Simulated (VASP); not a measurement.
Ga, 4 atoms in the cell. The structure is orthorhombic, space group Cmce (No. 64). Conventional cell: a = 4.462 Å, b = 7.557 Å, c = 4.463 Å, α = 90.00°, β = 90.00°, γ = 90.00°. Within 3.2 Å of Ga (site symmetry m) lie 7 Ga at 2.45 to 2.75 Å. 

- Program: VASP 6.6.1
- Task: single point
- Functional: PBE
- Potentials or basis: VASP PAW PBE potentials, release 64 (Ga_d)
- Cutoff: 520 eV
- k mesh: 7 × 7 × 6
- Occupations: fermi-dirac, width 0.05 eV
- Spin: no spin polarisation
- Dipole correction: no
- Further INCAR settings: ALGO = Fast; EDIFF = 1e-06; NBANDS = 34

Potentials or basis: VASP PAW PBE potentials, release 64 (Ga_d).

Run with:

```sh
$ cat potpaw_PBE.64/Ga_d/POTCAR > POTCAR
$ mpirun -np 1 vasp_std > vasp.out
```

Hardware: 1 thread of Intel(R) Xeon(R) Platinum 8559C (Emerald Rapids), on a shared host.

**Question.** How long does it take, and how much memory?

**Answer.** Run time: 89 s on 1 thread of Intel(R) Xeon(R) Platinum 8559C (Emerald Rapids), with other jobs on the host, peak memory 0.28 GiB. Counts: scf iterations 13, k points 64.
